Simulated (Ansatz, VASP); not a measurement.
## Zr: VASP beside Ansatz

Contents of INCAR:

```
  PREC = Accurate
  ENCUT = 520
  EDIFF = 1E-6
  ISMEAR = -1
  SIGMA = 0.03
  LREAL = F
  LASPH = T
  NELM = 60
  ALGO = Normal
  ISIF = 2
  LWAVE = F
  LCHARG = F
  GGA = PE
  NBANDS = 19
```

The input KPOINTS:

```
Automatic mesh
0
Gamma
  13 13 7
```

Contents of POSCAR:

```
Zr
1.0
    3.2103063057      0.0000000000      0.0000000000
   -1.6051531528      2.7802068146      0.0000000000
    0.0000000000      0.0000000000      5.1124553350
Zr
2
Direct
    0.3333333333      0.6666666667      0.2500000000
    0.6666666667      0.3333333333      0.7500000000
```

Input for Ansatz:

```yaml
crystal:
  lattice:
    - [3.2103063057, 0.0, 0.0]
    - [-1.6051531528, 2.7802068146, 0.0]
    - [0.0, 0.0, 5.112455335]
  atoms:
    - { symbol: Zr, position: [0.3333333333, 0.6666666667, 0.25] }
    - { symbol: Zr, position: [0.6666666667, 0.3333333333, 0.75] }
kpoints:
  mp_grid: { grid: [13, 13, 7] }
scf:
  occupations: { method: fermi_dirac, width: 0.03 }
hamiltonian:
  xc: pbe
  pseudopotentials: { kind: all_electron, lapw: { basis_error: 0.00025 } }
output:
  forces: true
  stress: true
  eigenvalues: true
```

Change from the starting cell: volume scaled by 0.98.

Alike in both runs: task single point; functional PBE; k mesh 13 × 13 × 7; occupations fermi-dirac, width 0.03 eV; no spin polarisation.

```csv
,VASP,Ansatz
version,VASP 6.6.1,Ansatz 0.2.0
potentials or method,"VASP PAW PBE potentials, release 64 (Zr_sv), cutoff 520 eV","all-electron LAPW, scalar-relativistic"
```

|  | VASP | Ansatz | Ansatz less VASP |
| --- | --- | --- | --- |
| pressure (GPa) | 2.5 | 2.5 | +0.01 |
| traceless stress, the component that is largest in VASP (GPa) | 0.67 | 0.67 | -0.001 |

Ansatz ran all-electron here, and VASP with PAW potentials.
